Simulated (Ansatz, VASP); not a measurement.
**One calculation of NaCl, two programs**

File INCAR:

```
PREC = Accurate
ENCUT = 520
EDIFF = 1E-7
ISMEAR = 0
SIGMA = 0.023
LREAL = F
LASPH = T
NELM = 100
ALGO = Normal
ISIF = 2
LWAVE = F
LCHARG = F
GGA = PE
NBANDS = 14
```

Contents of KPOINTS:

```
Automatic mesh
0
Gamma
  8 8 8
```

POSCAR

```
NaCl
1.0
    3.5021900000      0.0000000000      0.0000000000
    0.0000000000      3.5021900000      0.0000000000
    0.0000000000      0.0000000000      3.5021900000
Cl Na
1 1
Direct
    0.5000000000      0.5000000000      0.5000000000
    0.0000000000      0.0000000000      0.0000000000
```

The input input.yaml:

```yaml
crystal:
  lattice:
    - [3.50219, 0.0, 0.0]
    - [0.0, 3.50219, 0.0]
    - [0.0, 0.0, 3.50219]
  atoms:
    - { symbol: Cl, position: [0.5, 0.5, 0.5] }
    - { symbol: Na, position: [0.0, 0.0, 0.0] }
hamiltonian:
  xc: pbe
  pseudopotentials: { kind: paw }
kpoints:
  mp_grid: { grid: [8, 8, 8] }
scf:
  occupations: { method: gaussian, width: 0.023 }
output:
  forces: true
  stress: true
  eigenvalues: true
```

Alike in both runs: task single point; functional PBE; k mesh 8 × 8 × 8; occupations gaussian, width 0.023 eV; no spin polarisation.

|  | VASP | Ansatz |
| --- | --- | --- |
| version | VASP 6.6.1 | Ansatz 0.2.0 |
| potentials or method | VASP PAW PBE potentials, release 64 (Cl, Na_pv) | Ansatz PAW |
| plane-wave cutoff (eV) | 520 | 420 |
| valence electrons in the cell | 14 | 16 |

|  | VASP | Ansatz | Ansatz less VASP |
| --- | --- | --- | --- |
| gap on the k mesh at the Fermi level (eV) | 3.98 | 3.98 | 0.000 |
| least direct gap on the mesh (eV) | 4.47 | 4.47 | 0.000 |
| pressure (GPa) | 0.1 | 0.1 | +0.05 |

VASP's potentials hold 14 valence electrons a cell and Ansatz's 16, so a difference there can come from the potentials and not from the codes.
